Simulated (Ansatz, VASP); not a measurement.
# CaAlH2: VASP beside Ansatz

INCAR

```
SYSTEM = CaAlH2
  ALGO = Normal
  EDIFF = 1E-6
  ENCUT = 520
  GGA = PE
  ISIF = 2
  ISMEAR = -1
  LASPH = .True.
  LCHARG = .False.
  LREAL = Auto
  LWAVE = .False.
  NBANDS = 44
  NELM = 100
  PREC = Accurate
  SIGMA = 0.1
```

KPOINTS

```
k-points
0
Gamma
  5 10 4
  0 0 0
```

Contents of POSCAR:

```
CaAlH2
1.0
    7.2590200000      0.0000000000      0.0000000000
    0.0000000000      3.4566760000      0.0000000000
    0.0000000000      0.0000000000      9.7241760000
H Al Ca
8 4 4
Direct
    0.2300000000      0.2500000000      0.4310000000
    0.2700000000      0.7500000000      0.9310000000
    0.7300000000      0.2500000000      0.0690000000
    0.7700000000      0.7500000000      0.5690000000
    0.6640000000      0.2500000000      0.6740000000
    0.8360000000      0.7500000000      0.1740000000
    0.1640000000      0.2500000000      0.8260000000
    0.3360000000      0.7500000000      0.3260000000
    0.9980000000      0.2500000000      0.6130000000
    0.5020000000      0.7500000000      0.1130000000
    0.4980000000      0.2500000000      0.8870000000
    0.0020000000      0.7500000000      0.3870000000
    0.1350000000      0.2500000000      0.1360000000
    0.3650000000      0.7500000000      0.6360000000
    0.6350000000      0.2500000000      0.3640000000
    0.8650000000      0.7500000000      0.8640000000
```

Input for Ansatz:

```yaml
crystal:
  lattice:
    - [7.25902, 0.0, 0.0]
    - [0.0, 3.456676, 0.0]
    - [0.0, 0.0, 9.724176]
  atoms:
    - { symbol: H, position: [0.23, 0.25, 0.431] }
    - { symbol: H, position: [0.27, 0.75, 0.931] }
    - { symbol: H, position: [0.73, 0.25, 0.069] }
    - { symbol: H, position: [0.77, 0.75, 0.569] }
    - { symbol: Al, position: [0.998, 0.25, 0.613] }
    - { symbol: Al, position: [0.502, 0.75, 0.113] }
    - { symbol: Al, position: [0.498, 0.25, 0.887] }
    - { symbol: Al, position: [0.002, 0.75, 0.387] }
    - { symbol: H, position: [0.664, 0.25, 0.674] }
    - { symbol: H, position: [0.836, 0.75, 0.174] }
    - { symbol: H, position: [0.164, 0.25, 0.826] }
    - { symbol: H, position: [0.336, 0.75, 0.326] }
    - { symbol: Ca, position: [0.135, 0.25, 0.136] }
    - { symbol: Ca, position: [0.365, 0.75, 0.636] }
    - { symbol: Ca, position: [0.635, 0.25, 0.364] }
    - { symbol: Ca, position: [0.865, 0.75, 0.864] }
  symmetry: { tolerance: 0.0003 }
kpoints:
  mp_grid: { grid: [5, 10, 4], shift: [0, 0, 0] }
magnetization:
  spin_polarized: false
scf:
  occupations: { method: fermi_dirac }
  lower_state_search: "off"
  max_iter: 200
hamiltonian:
  pseudopotentials: { kind: paw }
  xc: pbe
basis:
  ecutwfc: 420
  fft_grid_basis: typed
output:
  forces: true
  stress: true
  eigenvalues: true
  bader: true
  populations: true
  elf: true
  write_potential: true
  volumetric_format: npy
  dos:
    e_range: [-12, 8]
    de: 0.05
    projected: { site_lists: { Al: [Al], Ca: [Ca], H: [H] } }
checkpoint:
  read: saved_state
```

Alike in both runs: task single point; functional PBE; k mesh 5 × 10 × 4; no spin polarisation.

|  | VASP | Ansatz |
| --- | --- | --- |
| version | VASP 6.6.1 | Ansatz 0.2.0 |
| potentials or method | VASP PAW PBE potentials, release 64 (H, Al, Ca_sv), cutoff 520 eV | PAW plane waves |
| occupations | fermi-dirac, width 0.1 eV | fermi-dirac |
| valence electrons in the cell | 60 | 60 |

```csv
,VASP,Ansatz,Ansatz less VASP
pressure (GPa),-3.9,-3.8,+0.01
rms of the force components (eV/Å),0.375,0.374,-0.0006
```
